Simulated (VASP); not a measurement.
The system is SiGe5.

```
Si Ge
1.0
     3.02430    0.00000    0.00000
    -1.51215    2.61912    0.00000
     0.00000    0.00000   14.22057
Si Ge
1 5
Direct
  0.00000 0.00000 0.00000
  0.66667 0.33333 0.84496
  0.00000 0.00000 0.67186
  0.66667 0.33333 0.50000
  0.00000 0.00000 0.32814
  0.66667 0.33333 0.15504
```

The cell was generated, and may not be a known phase.

```yaml
Program: VASP 6.6.1
Task: relaxation of cell and atoms
Functional: PBE
Potentials_or_basis: VASP PAW PBE potentials, release 64 (Si, Ge_d)
Cutoff: 600 eV
k_mesh: 12 × 12 × 4
Occupations: gaussian, width 0.1 eV
Spin: no spin polarisation
```

At the start: pressure -0.5 GPa; volume 18.77 Å³/atom.

Problem. How do energy, volume and symmetry change on relaxing?

Solution. Over 19 steps the energy falls by 2.2 meV/atom and the volume is 18.65 Å³/atom (-0.7 %); space group P-6m2 (No. 187, to 0.1 Å) before and after.

The path:
| step | energy change (eV) | largest force (eV/Å) | pressure (GPa) | volume (Å³) |
| --- | --- | --- | --- | --- |
| 1 | 0.0000 | 0.0703 | -0.54 | 112.64 |
| 2 | -0.0118 | 0.0350 | 0.05 | 111.61 |
| 3 | -0.0128 | 0.0258 | 0.32 | 111.19 |
| 4 | -0.0128 | 0.0275 | 0.36 | 111.24 |
| 5 | -0.0127 | 0.0292 | 0.27 | 111.34 |
| 6 | -0.0128 | 0.0263 | 0.15 | 111.27 |
| 7 | -0.0133 | 0.0230 | 0.02 | 111.60 |
| 8 | -0.0133 | 0.0234 | 0.04 | 111.66 |
| 9 | -0.0133 | 0.0223 | 0.01 | 111.78 |
| 10 | -0.0131 | 0.0201 | -0.26 | 112.03 |
| 11 | -0.0133 | 0.0245 | -0.11 | 111.82 |
| 12 | -0.0133 | 0.0258 | 0.09 | 111.80 |
| 13 | -0.0132 | 0.0182 | 0.05 | 111.96 |
| 14 | -0.0128 | 0.0162 | -0.22 | 112.23 |
| 15 | -0.0131 | 0.0224 | -0.52 | 112.06 |
| 16 | -0.0132 | 0.0222 | -0.29 | 111.98 |
| 17 | -0.0132 | 0.0226 | -0.07 | 111.97 |
| 18 | -0.0133 | 0.0160 | -0.01 | 111.95 |
| 19 | -0.0134 | 0.0086 | -0.02 | 111.90 |

Final structure:
```
Si Ge
1.0
     2.99824    0.00000    0.00000
    -1.49912    2.59655    0.00000
     0.00000    0.00000   14.37404
Si Ge
1 5
Direct
  0.00000 0.00000 0.00000
  0.66667 0.33333 0.84445
  0.00000 0.00000 0.67106
  0.66667 0.33333 0.50000
  0.00000 0.00000 0.32894
  0.66667 0.33333 0.15555
```
